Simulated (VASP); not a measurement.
# Ge (Imma) in VASP: a series of runs, part 2 of 3

VASP 6.6.1. The steps go on from the part before.

**3. Single point, LDA**

This run uses another cell than the first one, of 18.00 Å³/atom, 1.029 times its volume.

INCAR reads:

```
SYSTEM = Ge
ALGO     = Normal         ! electronic algorithm
EDIFF    = 1E-6           ! SCF threshold, eV
ENCUT    = 520            ! plane-wave cutoff, eV
GGA      = CA             ! functional
ISIF     = 2              ! what is computed and relaxed
ISMEAR   = -1             ! smearing method
LASPH    = .True.         ! aspherical terms in the spheres
LCHARG   = .False.        ! write CHGCAR
LREAL    = .False.        ! projectors in reciprocal space
LWAVE    = .False.        ! write WAVECAR
NBANDS   = 21             ! bands
NELM     = 80             ! most SCF steps
PREC     = Accurate       ! precision mode
SIGMA    = 0.1            ! smearing width, eV
```

KPOINTS reads:

```
k-points
0
Gamma
  11 11 11
  0 0 0
```

POSCAR reads:

```
Ge
1.0
   -2.4507153792      2.6028700549      1.4109361209
    2.4507153792     -2.6028700549      1.4109361209
    2.4507153792      2.6028700549     -1.4109361209
Ge
2
Direct
    0.1859400000      0.9359400000      0.2500000000
    0.8140600000      0.0640600000      0.7500000000
```

Potentials or basis: VASP PAW LDA potentials, release 64 (Ge_d).

Started as:

```console
$ cat potpaw_LDA.64/Ge_d/POTCAR > POTCAR
$ mpirun -np 1 vasp_std > vasp.out
```

OUTCAR:

```text
SYSTEM = Ge
   EDIFF = 1E-6
   ENCUT = 520
   GGA = CA
   ISIF = 2
   ISMEAR = -1
   LASPH = .True.
   LREAL = .False.
   NELM = 80
   PREC = Accurate

 ion  position               nearest neighbor table
   1  0.186  0.936  0.250-   2 2.63   2 2.63   2 2.67   2 2.67
   2  0.814  0.064  0.750-   1 2.63   1 2.63   1 2.67   1 2.67

  LATTYP: Found a body centered orthorhombic cell.
 ALAT       =     2.8218722418
 B/A-ratio  =     1.7369428303
 C/A-ratio  =     1.8447823515

  Lattice vectors:

 A1 = (   2.4507153792,  -2.6028700549,   1.4109361209)
 A2 = (  -2.4507153792,  -2.6028700549,  -1.4109361209)
 A3 = (   2.4507153792,   2.6028700549,  -1.4109361209)

Analysis of symmetry for initial positions (statically):
=====================================================================
 Subroutine PRICEL returns:
 Original cell was already a primitive cell.

 Routine SETGRP: Setting up the symmetry group for a
 body centered orthorhombic supercell.

 Subroutine GETGRP returns: Found  8 space group operations
 (whereof  4 operations were pure point group operations)
 out of a pool of  8 trial point group operations.

The static configuration has the point symmetry C_2h.
 The point group associated with its full space group is D_2h.

Analysis of symmetry for dynamics (positions and initial velocities):
=====================================================================
 Subroutine PRICEL returns:
 Original cell was already a primitive cell.

 Routine SETGRP: Setting up the symmetry group for a
 body centered orthorhombic supercell.

 Subroutine GETGRP returns: Found  8 space group operations
 (whereof  4 operations were pure point group operations)
 out of a pool of  8 trial point group operations.

The dynamic configuration has the point symmetry C_2h.
 The point group associated with its full space group is D_2h.

 Subroutine INISYM returns: Found  8 space group operations
 (whereof  4 operations are pure point group operations),
 and found     1 'primitive' translations

----------------------------------------------------------------------------------------

                                     Primitive cell

  volume of cell :      36.0008

  direct lattice vectors                    reciprocal lattice vectors
    -2.450715379  2.602870055  1.410936121     0.000000000  0.192095644  0.354374654
     2.450715379 -2.602870055  1.410936121     0.204022060  0.000000000  0.354374654
     2.450715379  2.602870055 -1.410936121     0.204022060  0.192095644  0.000000000

  length of vectors
     3.843394220  3.843394220  3.843394220     0.403090724  0.408908788  0.280224441

  position of ions in fractional coordinates (direct lattice)
     0.185940000  0.935940000  0.250000000
     0.814060000  0.064060000  0.750000000

  ion indices of the primitive-cell ions
   primitive index   ion index
                 1           1
                 2           2

----------------------------------------------------------------------------------------

 KPOINTS: k-points

Automatic generation of k-mesh.
 Grid dimensions read from file:
 generate k-points for:   11   11   11

 Generating k-lattice:

  Cartesian coordinates                     Fractional coordinates (reciprocal lattice)
     0.000000000  0.017463240  0.032215878     0.090909091  0.000000000  0.000000000
     0.018547460  0.000000000  0.032215878     0.000000000  0.090909091 -0.000000000
     0.018547460  0.017463240  0.000000000     0.000000000 -0.000000000  0.090909091

  Length of vectors
     0.036644611  0.037173526  0.025474949

  Shift w.r.t. Gamma in fractional coordinates (k-lattice)
     0.000000000  0.000000000  0.000000000

 Subroutine IBZKPT returns following result:
 ===========================================

 Found    216 irreducible k-points:

 Following reciprocal coordinates:
            Coordinates               Weight
  0.000000  0.000000  0.000000      1.000000
  0.090909 -0.000000  0.000000      4.000000
  0.181818 -0.000000  0.000000      4.000000
  0.272727 -0.000000  0.000000      4.000000
  0.363636  0.000000  0.000000      4.000000
  0.454545 -0.000000  0.000000      4.000000
[... 16 lines left out ...]
  0.454545  0.181818  0.000000      8.000000
 -0.454545  0.181818 -0.000000      8.000000
 [... further k-points ...]
   k-points           NKPTS =    216   k-points in BZ     NKDIM =    216   number of bands    NBANDS=     21
   number of dos      NEDOS =    301   number of ions     NIONS =      2
   total plane-waves  NPLWV =  27000
   dimension x,y,z NGX =    30 NGY =   30 NGZ =   30
   dimension x,y,z NGXF=    60 NGYF=   60 NGZF=   60
   ions per type =               2
   NGX,Y,Z   is equivalent  to a cutoff of  12.98, 12.98, 12.98 a.u.
   NGXF,Y,Z  is equivalent  to a cutoff of  25.95, 25.95, 25.95 a.u.
 SYSTEM =  Ge
   PREC   = accura    normal or accurate (medium, high low for compatibility)
   ISTART =      0    job   : 0-new  1-cont  2-samecut
   ICHARG =      2    charge: 1-file 2-atom 10-const
   ISPIN  =      1    spin polarized calculation?
   LNONCOLLINEAR =      F non collinear calculations
   LSORBIT =      F    spin-orbit coupling
   LASPH  =      T    aspherical Exc in radial PAW
   ENCUT  =  520.0 eV  38.22 Ry    6.18 a.u.   7.15  7.15  7.15*2*pi/ulx,y,z
   NELM   =     80;   NELMIN=  2; NELMDL= -5     # of ELM steps
   EDIFF  = 0.1E-05   stopping-criterion for ELM
   LREAL  =      F    real-space projection
   EDIFFG = 0.1E-04   stopping-criterion for IOM
   NSW    =      0    number of steps for IOM
   IBRION =     -1    ionic relax: 0-MD 1-quasi-New 2-CG
   NFREE  =      0    steps in history (QN), initial steepest desc. (CG)
   ISIF   =      2    stress and relaxation
   ISYM   =      2    0-nonsym 1-usesym 2-fastsym
   POTIM  = 0.5000    time-step for ionic-motion
   TEBEG  =    0.0;   TEEND  =   0.0 temperature during run
   PSTRESS=    0.0 pullay stress
   NELECT =      28.0000    total number of electrons
   NUPDOWN=      -1.0000    fix difference up-down
   EMIN   =  10.00;   EMAX   =-10.00  energy-range for DOS
   EFERMI =   0.00;   METHOD = LEGACY
   ISMEAR =    -1;   SIGMA  =   0.10  broadening in eV -4-tet -1-fermi 0-gaus
   EFERMI_NEDOS =   21; number of points for ismear=-14 and -15
   IALGO  =     38    algorithm
   IMIX   =      4    mixing-type and parameters
     AMIX     =   0.40;   BMIX     =  1.00
     AMIX_MAG =   1.60;   BMIX_MAG =  1.00
  volume/ion in A,a.u.               =      18.00       121.47
  Fermi-wavevector in a.u.,A,eV,Ry     =   1.505532  2.845043 30.839320  2.266626
  Thomas-Fermi vector in A             =   2.616368
   LORBIT       =      0    0 simple, 1 ext, 2 COOP (PROOUT), +10 PAW based schemes
   GGA     = CA    functional components
   LHFCALC =     F    Hartree Fock is set to
   AEXX    =    0.0000 exact exchange contribution
   IVDW    =     0    specifies the selected vdW correction
   LEPSILON=     F    determine dielectric tensor
   LRPA    =     F    only Hartree local field effects (RPA)
 non-spin polarized calculation
  energy-cutoff  :      520.00
  volume of cell :       36.00
 maximum number of plane-waves:       982
 NGX is ok and might be reduce to    30
   NGX = 15   NGY = 15   NGZ = 15

 number of electron      27.9999986 magnetization

 Free energy of the ion-electron system (eV)
  ---------------------------------------------------
  ext. energy  EPLUGINS =         0.00000000
  ---------------------------------------------------
  free energy    TOTEN  =       -10.02195133 eV

  energy without entropy =       -9.99707059  energy(sigma->0) =      -10.00951096

 E-fermi :   6.8764     XC(G=0): -11.7544

 val. band max:        6.8662219545   @ k =   0.4545   0.1818   0.0000
 cond. band min:       6.8768981173   @ k =   0.4545   0.3636  -0.0000
 fundamental gap:      0.0106761628
 Fermi energy:         6.8763704037

 k-point     1 :       0.0000    0.0000    0.0000
  band No.  band energies     occupation
      1     -18.0256      2.00000
      2     -17.9340      2.00000
      3     -17.9323      2.00000
      4     -17.9301      2.00000
      5     -17.8877      2.00000
      6     -17.8456      2.00000
[... 13 lines left out ...]
     20      17.9216      0.00000
     21      20.0338      0.00000

 k-point     2 :       0.0909   -0.0000    0.0000
  band No.  band energies     occupation
      1     -18.0184      2.00000
      2     -17.9275      2.00000
      3     -17.9258      2.00000
      4     -17.9169      2.00000
      5     -17.8898      2.00000
      6     -17.8487      2.00000
[... 520 lines left out ...]
 k-point    24 :      -0.4545    0.1818   -0.0000
  band No.  band energies     occupation
      1     -17.9422      2.00000
      2     -17.8993      2.00000
      3     -17.8881      2.00000
      4     -17.8692      2.00000
      5     -17.8634      2.00000
      6     -17.8197      2.00000
[... 13 lines left out ...]
     20      17.9772      0.00000
     21      18.2117      0.00000

 [... further k-points ...]
[... 5 lines left out ...]
  --------------------------------------------------------------------------------------
  -------------------------------------------------------------------------------------
  Total        0.2169145     -0.2237943     -0.1206324      0.0000000      0.0000000      0.0000000
  in kB        9.6535378     -9.9597156     -5.3686077      0.0000000      0.0000000      0.0000000
  external PRESSURE =      -1.8915952 kB  Pullay stress =       0.0000000 kB

 VOLUME and BASIS-vectors are now :
 -----------------------------------------------------------------------------
  energy-cutoff  :      520.00
  volume of cell :       36.00
      direct lattice vectors                 reciprocal lattice vectors
    -2.450715379  2.602870055  1.410936121     0.000000000  0.192095644  0.354374654
     2.450715379 -2.602870055  1.410936121     0.204022060  0.000000000  0.354374654
     2.450715379  2.602870055 -1.410936121     0.204022060  0.192095644  0.000000000

 POSITION                                       TOTAL-FORCE (eV/Angst)
 -----------------------------------------------------------------------------------
      2.45072     -1.30144      1.23017         0.000000      0.000000     -0.057434
      0.00000      3.90431      0.18077        -0.000000     -0.000000      0.057434
 -----------------------------------------------------------------------------------
    total drift:                                0.000000      0.000000     -0.000000

  FREE ENERGIE OF THE ION-ELECTRON SYSTEM (eV)
  ---------------------------------------------------
  free  energy   TOTEN  =       -10.0219513282 eV

  energy  without entropy=       -9.9970705936  energy(sigma->0) =      -10.00951096
```

It took 1.9 min on 1 thread of Intel Xeon Platinum 8124M at 3.00GHz (Skylake/Cascade Lake), shared host; peak memory 0.24 GiB.

What came out:

| Item | Value |
| --- | --- |
| Free energy | -10.0220 eV |
| Pressure | -0.2 GPa |
| Largest force | 0.057 eV/Å |
| Band gap on the k mesh | zero (band 14 reaches 9.10 eV, above the bottom of band 15 at 3.53 eV) |

Forces in eV/Å, atoms in the order of the input:
```
Ge   0.000  0.000 -0.057
Ge   0.000  0.000  0.057
```

**4. Single point, LDA**

This run uses another cell than the first one, of 18.51 Å³/atom, 1.058 times its volume.

INCAR reads:

```
  PREC = Accurate
  ENCUT = 520
  EDIFF = 1E-7
  ISMEAR = -1
  SIGMA = 0.1
  LREAL = False
  LASPH = True
  NELM = 100
  ALGO = Normal
  ISIF = 2
  LWAVE = False
  LCHARG = False
  GGA = CA
  NBANDS = 21
```

KPOINTS reads:

```
regular mesh
0
Gamma
  11 11 11
```

POSCAR reads:

```
Ge
1.0
   -2.4735140407      2.6270841901      1.4240618618
    2.4735140407     -2.6270841901      1.4240618618
    2.4735140407      2.6270841901     -1.4240618618
Ge
2
Direct
    0.1859400000      0.9359400000      0.2500000000
    0.8140600000      0.0640600000      0.7500000000
```

Started as:

```console
$ cat potpaw_LDA.64/Ge_d/POTCAR > POTCAR
$ mpirun -np 1 vasp_std > vasp.out
```

It took 2.2 min on 1 thread of Intel Xeon Platinum 8124M at 3.00GHz (Skylake/Cascade Lake), shared host; peak memory 0.24 GiB.

Results (log left out):

| Property | Result |
| --- | --- |
| Free energy | -10.0149 eV |
| Pressure | -2.3 GPa |
| Largest force | 0.059 eV/Å |
| Band gap on the k mesh | zero (band 14 reaches 8.68 eV, above the bottom of band 15 at 3.34 eV) |

Forces in eV/Å, atoms in the order of the input:
```
Ge   0.000  0.000 -0.059
Ge   0.000  0.000  0.059
```

Stress tensor (GPa, compression positive):
```
-1.24  0.00  0.00
 0.00 -3.03  0.00
 0.00  0.00 -2.66
```

Levels at points of the mesh, in eV from the Fermi level:
| k point | band 12 | band 13 | band 14 | band 15 | band 16 | band 17 |
| --- | --- | --- | --- | --- | --- | --- |
| (0.00, 0.00, 0.00) | -3.82 | -2.42 | -1.96 | 3.49 | 7.03 | 7.27 |

[end of part 2 of 3]
